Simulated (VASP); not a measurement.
# ScAl3 (P4/mmm) in VASP: a series of runs, part 2 of 2

VASP 6.6.1. Earlier steps stand in the parts before.

### 4 Single point, PBE (strain -0.080 along x and y, +0.000 along z)

INCAR

```
SYSTEM = ScAl3
ALGO = Fast ; EDIFF = 1E-6
ENCUT = 520 ; GGA = PE
ISIF = 2 ; ISMEAR = 0
LASPH = .TRUE. ; LCHARG = .TRUE.
LELF = .TRUE. ; LREAL = .FALSE.
LVHAR = .TRUE. ; LWAVE = .FALSE.
NBANDS = 18 ; NELM = 80
PREC = Accurate ; SIGMA = 0.15
```

KPOINTS

```
k-points
0
G
  12 12 12
  0 0 0
```

POSCAR

```
ScAl3
1.0
    3.7769041482      0.0000000000      0.0000000000
    0.0000000000      3.7769041482      0.0000000000
    0.0000000000      0.0000000000      4.1053305959
Sc Al
1 3
Direct
    0.0000000000      0.0000000000      0.0000000000
    0.5000000000      0.0000000000      0.5000000000
    0.0000000000      0.5000000000      0.5000000000
    0.5000000000      0.5000000000      0.0000000000
```

Potentials or basis: VASP PAW PBE potentials, release 64 (Sc_sv, Al).

Started as:

```bash
cat potpaw_PBE.64/Sc_sv/POTCAR potpaw_PBE.64/Al/POTCAR > POTCAR
mpirun -np 1 vasp_std > vasp.out
```

OUTCAR:

```text
SYSTEM = ScAl3
   EDIFF = 1E-6
   ENCUT = 520
   GGA = PE
   ISIF = 2
   ISMEAR = 0
   LASPH = .TRUE.
   LREAL = .FALSE.
   NELM = 80
   PREC = Accurate

 ion  position               nearest neighbor table
   1  0.000  0.000  0.000-   4 2.67   4 2.67   4 2.67   4 2.67   3 2.79   3 2.79   3 2.79   3 2.79
                             2 2.79   2 2.79   2 2.79   2 2.79
   2  0.500  0.000  0.500-   3 2.67   3 2.67   3 2.67   3 2.67   4 2.79   1 2.79   4 2.79   4 2.79
                             1 2.79   4 2.79   1 2.79   1 2.79
[... 711 lines left out ...]
  --------------------------------------------------------------------------------------
  -------------------------------------------------------------------------------------
  Total        9.8385026      9.8385026      3.2960773      0.0000000      0.0000000      0.0000000
  in kB      269.1655821    269.1655821     90.1753658      0.0000000      0.0000000      0.0000000
  external PRESSURE =     209.5021767 kB  Pullay stress =       0.0000000 kB

 VOLUME and BASIS-vectors are now :
 -----------------------------------------------------------------------------
  energy-cutoff  :      520.00
  volume of cell :       58.56
      direct lattice vectors                 reciprocal lattice vectors
     3.776904148  0.000000000  0.000000000     0.264767111  0.000000000  0.000000000
     0.000000000  3.776904148  0.000000000     0.000000000  0.264767111  0.000000000
     0.000000000  0.000000000  4.105330596     0.000000000  0.000000000  0.243585742

 POSITION                                       TOTAL-FORCE (eV/Angst)
 -----------------------------------------------------------------------------------
      0.00000      0.00000      0.00000         0.000000      0.000000      0.000000
      1.88845      0.00000      2.05267         0.000000      0.000000      0.000000
      0.00000      1.88845      2.05267         0.000000      0.000000      0.000000
      1.88845      1.88845      0.00000         0.000000      0.000000      0.000000
 -----------------------------------------------------------------------------------
    total drift:                               -0.000000     -0.000000     -0.000000

  FREE ENERGIE OF THE ION-ELECTRON SYSTEM (eV)
  ---------------------------------------------------
  free  energy   TOTEN  =       -18.5329815711 eV

  energy  without entropy=      -18.5169592059  energy(sigma->0) =      -18.52497039
```

OSZICAR:

```text
N       E                     dE             d eps       ncg     rms          rms(c)
DAV:   1     0.112757489561E+03    0.11276E+03   -0.84239E+03  7088   0.103E+03
DAV:   2    -0.143035401483E+02   -0.12706E+03   -0.12391E+03  7092   0.297E+02
DAV:   3    -0.192745007434E+02   -0.49710E+01   -0.47844E+01 10704   0.573E+01
DAV:   4    -0.193874263071E+02   -0.11293E+00   -0.11263E+00 10920   0.857E+00
DAV:   5    -0.193893182714E+02   -0.18920E-02   -0.18918E-02 10214   0.980E-01    0.117E+01
RMM:   6    -0.185128969850E+02    0.87642E+00   -0.14243E+00  7313   0.140E+01    0.398E+00
RMM:   7    -0.185722845129E+02   -0.59388E-01   -0.16250E+00  9843   0.605E+00    0.178E+00
RMM:   8    -0.185327749295E+02    0.39510E-01   -0.94141E-02  8585   0.359E+00    0.186E+00
RMM:   9    -0.185352183348E+02   -0.24434E-02   -0.56893E-02 10327   0.167E+00    0.429E-01
RMM:  10    -0.185326785581E+02    0.25398E-02   -0.82602E-03  8916   0.102E+00    0.191E-01
RMM:  11    -0.185329812727E+02   -0.30271E-03   -0.36514E-03  9806   0.392E-01    0.409E-02
RMM:  12    -0.185329832146E+02   -0.19419E-05   -0.57506E-04 10523   0.243E-01    0.867E-02
RMM:  13    -0.185329838990E+02   -0.68448E-06   -0.17200E-04 10465   0.850E-02    0.119E-02
RMM:  14    -0.185329890643E+02   -0.51652E-05   -0.30663E-05 10007   0.481E-02    0.182E-02
RMM:  15    -0.185329800533E+02    0.90110E-05   -0.21981E-05  9425   0.560E-02    0.887E-03
RMM:  16    -0.185329813901E+02   -0.13368E-05   -0.11201E-05  8379   0.217E-02    0.694E-03
RMM:  17    -0.185329815711E+02   -0.18102E-06   -0.16975E-06  7476   0.148E-02
   1 F= -.18532982E+02 E0= -.18524970E+02  d E =-.160224E-01
```

stdout:

```text
POSCAR found type information on POSCAR ScAl
 POSCAR found :  2 types and       4 ions
 scaLAPACK will be used
 LDA part: xc-table for (Slater+PW92), standard interpolation
 POSCAR, INCAR and KPOINTS ok, starting setup
 FFT: planning ... GRIDC
 FFT: planning ... GRID_SOFT
 FFT: planning ... GRID
 WAVECAR not read
 entering main loop
```

Run time: 99 s. Hardware: 1 thread of Intel Xeon 6975P-C (Granite Rapids), shared host; peak memory 0.3 GiB.

What came out:

- Free energy: -18.5330 eV
- Pressure: 21.0 GPa
- Band gap on the k mesh: zero (band 10 reaches 10.13 eV, above the bottom of band 11 at 5.84 eV)

Caveat: the cell differs from its parent crystal (strain -0.080 along x and y, +0.000 along z).

### 5 Single point, PBE (strain -0.080 along x and y, +0.040 along z)

INCAR: that of step 4 with these lines changed.

```diff
@@ -1,3 +1,3 @@
 SYSTEM = ScAl3
-ALGO = Fast ; EDIFF = 1E-6
+ALGO = Fast ; EDIFF = 1E-7
 ENCUT = 520 ; GGA = PE
```

KPOINTS is that of step 4.

POSCAR: that of step 4 with these lines changed.

```diff
@@ -4,3 +4,3 @@
     0.0000000000      3.7769041482      0.0000000000
-    0.0000000000      0.0000000000      4.1053305959
+    0.0000000000      0.0000000000      4.2695438197
 Sc Al
```

Started as:

```bash
cat potpaw_PBE.64/Sc_sv/POTCAR potpaw_PBE.64/Al/POTCAR > POTCAR
mpirun -np 1 vasp_std > vasp.out
```

Wall time 98 s (1 thread of Intel Xeon 6975P-C (Granite Rapids), shared host); peak memory 0.31 GiB.

The run converged. Its results:

```
Free energy            : -18.5941 eV
Pressure               : 15.7 GPa
Band gap on the k mesh : zero (band 10 reaches 9.73 eV, above the bottom of band 11 at 5.55 eV)
```

Stress tensor (GPa, compression positive):
```
23.63  0.00  0.00
 0.00 23.63  0.00
 0.00  0.00 -0.21
```

Levels at points of the mesh, in eV from the Fermi level:
```
           k point  band 7  band 8  band 9  band 10  band 11  band 12  band 13  band 14
(0.00, 0.00, 0.00)   -2.90   -2.13   -1.16    -1.16     1.30     1.34     1.34     1.70
(0.50, 0.00, 0.00)   -2.61   -1.85   -1.29     0.26     0.31     1.84     1.87     2.59
(0.50, 0.50, 0.00)   -5.31   -4.61   -1.06    -1.06     0.50     0.62     2.82     3.01
(0.00, 0.00, 0.50)   -1.44   -1.44   -1.43     1.44     1.47     1.79     1.79     1.91
(0.50, 0.00, 0.50)   -5.73   -4.55   -0.43    -0.01     1.73     1.78     1.98     3.10
(0.50, 0.50, 0.50)   -4.84   -4.81   -3.40    -2.75    -2.75     1.10     2.92     3.36
```

Caveat: the cell differs from its parent crystal (strain -0.080 along x and y, +0.040 along z).

### 6 Single point, PBE (strain -0.080 along x and y, +0.080 along z)

INCAR

```
SYSTEM = ScAl3
PREC = Accurate ; ENCUT = 520
EDIFF = 1E-6 ; ISMEAR = 0
SIGMA = 0.15 ; LREAL = .False.
LASPH = .True. ; NELM = 80
ALGO = Fast ; ISIF = 2
LWAVE = .False. ; LCHARG = .False.
GGA = PE ; NBANDS = 18
```

KPOINTS

```
Automatic mesh
0
Gamma
  12 12 12
  0 0 0
```

POSCAR: that of step 5 with these lines changed.

```diff
@@ -4,3 +4,3 @@
     0.0000000000      3.7769041482      0.0000000000
-    0.0000000000      0.0000000000      4.2695438197
+    0.0000000000      0.0000000000      4.4337570436
 Sc Al
```

Potentials or basis: VASP PAW PBE potentials, release 64 (Sc_sv, Al).

Started as:

```bash
cat potpaw_PBE.64/Sc_sv/POTCAR potpaw_PBE.64/Al/POTCAR > POTCAR
mpirun -np 1 vasp_std > vasp.out
```

OUTCAR:

```text
SYSTEM = ScAl3
   PREC = Accurate
   ENCUT = 520
   EDIFF = 1E-6
   ISMEAR = 0
   LREAL = .False.
   LASPH = .True.
   NELM = 80
   ISIF = 2
   GGA = PE

 ion  position               nearest neighbor table
   1  0.000  0.000  0.000-   4 2.67   4 2.67   4 2.67   4 2.67   3 2.91   3 2.91   3 2.91   3 2.91
                             2 2.91   2 2.91   2 2.91   2 2.91
   2  0.500  0.000  0.500-   3 2.67   3 2.67   3 2.67   3 2.67   4 2.91   1 2.91   4 2.91   4 2.91
                             1 2.91   4 2.91   1 2.91   1 2.91
   3  0.000  0.500  0.500-   2 2.67   2 2.67   2 2.67   2 2.67   4 2.91   1 2.91   1 2.91   1 2.91
                             4 2.91   4 2.91   4 2.91   1 2.91
   4  0.500  0.500  0.000-   1 2.67   1 2.67   1 2.67   1 2.67   3 2.91   2 2.91   2 2.91   2 2.91
                             3 2.91   3 2.91   3 2.91   2 2.91

  LATTYP: Found a simple tetragonal cell.
 ALAT       =     3.7769041482
 C/A-ratio  =     1.1739130435

  Lattice vectors:

 A1 = (   3.7769041482,   0.0000000000,   0.0000000000)
 A2 = (   0.0000000000,   3.7769041482,   0.0000000000)
 A3 = (   0.0000000000,   0.0000000000,   4.4337570436)

Analysis of symmetry for initial positions (statically):
=====================================================================
 Subroutine PRICEL returns:
 Original cell was already a primitive cell.

[... 175 lines left out ...]

 val. band max:        7.8501216691   @ k =   0.3333   0.0833   0.1667
 cond. band min:       7.8652999864   @ k =   0.4167   0.0000   0.0000
 fundamental gap:      0.0151783174
 Fermi energy:         7.8573553213

 k-point     1 :       0.0000    0.0000    0.0000
  band No.  band energies     occupation
      1     -40.7711      2.00000
      2     -19.5673      2.00000
      3     -19.4684      2.00000
      4     -19.4684      2.00000
      5      -2.4603      2.00000
      6       4.2757      2.00000
[... 481 lines left out ...]
      5       0.3555      2.00000
      6       2.1801      2.00000
[... 10 lines left out ...]
     17      12.4308      0.00000
     18      14.6173      0.00000

 [... further k-points ...]
[... 5 lines left out ...]
  --------------------------------------------------------------------------------------
  -------------------------------------------------------------------------------------
  Total        8.1300744      8.1300744     -2.1426906      0.0000000      0.0000000      0.0000000
  in kB      205.9497581    205.9497581    -54.2782984      0.0000000      0.0000000      0.0000000
  external PRESSURE =     119.2070726 kB  Pullay stress =       0.0000000 kB

 VOLUME and BASIS-vectors are now :
 -----------------------------------------------------------------------------
  energy-cutoff  :      520.00
  volume of cell :       63.25
      direct lattice vectors                 reciprocal lattice vectors
     3.776904148  0.000000000  0.000000000     0.264767111  0.000000000  0.000000000
     0.000000000  3.776904148  0.000000000     0.000000000  0.264767111  0.000000000
     0.000000000  0.000000000  4.433757044     0.000000000  0.000000000  0.225542354

 POSITION                                       TOTAL-FORCE (eV/Angst)
 -----------------------------------------------------------------------------------
      0.00000      0.00000      0.00000         0.000000      0.000000      0.000000
      1.88845      0.00000      2.21688         0.000000      0.000000      0.000000
      0.00000      1.88845      2.21688         0.000000      0.000000      0.000000
      1.88845      1.88845      0.00000         0.000000      0.000000      0.000000
 -----------------------------------------------------------------------------------
    total drift:                               -0.000000     -0.000000     -0.000000

  FREE ENERGIE OF THE ION-ELECTRON SYSTEM (eV)
  ---------------------------------------------------
  free  energy   TOTEN  =       -18.5486512754 eV

  energy  without entropy=      -18.5206299786  energy(sigma->0) =      -18.53464063
```

Wall time 95 s (1 thread of Intel Xeon 6975P-C (Granite Rapids), shared host); peak memory 0.32 GiB.

Results:

```
Free energy            : -18.5487 eV
Pressure               : 11.9 GPa
Band gap on the k mesh : zero (band 10 reaches 8.97 eV, above the bottom of band 11 at 5.29 eV)
```

Stress tensor (GPa, compression positive):
```
20.59  0.00  0.00
 0.00 20.59  0.00
 0.00  0.00 -5.43
```

Caveat: the cell differs from its parent crystal (strain -0.080 along x and y, +0.080 along z).

### 7 Summary

```csv
cell,further INCAR settings,gap on the mesh (eV),pressure (GPa)
"a = 4.105, b = 4.105, c = 3.777 Å, 4 atoms",ALGO = Fast; EDIFF = 1e-06; NBANDS = 18,none,9.1
"a = 3.941, b = 3.941, c = 4.270 Å, 4 atoms",ALGO = Fast; EDIFF = 1e-06; NBANDS = 18,none,4.5
"a = 3.777, b = 3.777, c = 4.105 Å, 4 atoms",ALGO = Fast; EDIFF = 1e-06; NBANDS = 18,none,21.0
"a = 3.777, b = 3.777, c = 4.270 Å, 4 atoms",ALGO = Fast; EDIFF = 1e-07; NBANDS = 18,none,15.7
"a = 3.777, b = 3.777, c = 4.434 Å, 4 atoms",ALGO = Fast; EDIFF = 1e-06; NBANDS = 18,none,11.9
```

Alike in all rows: task single point; level PBE; potentials or basis VASP PAW PBE potentials, release 64 (Sc_sv, Al); no spin polarisation; k mesh 12 × 12 × 12; cutoff (eV) 520; smearing gaussian 0.15 eV.

Absolute energies hang on the potentials; compare differences alone.
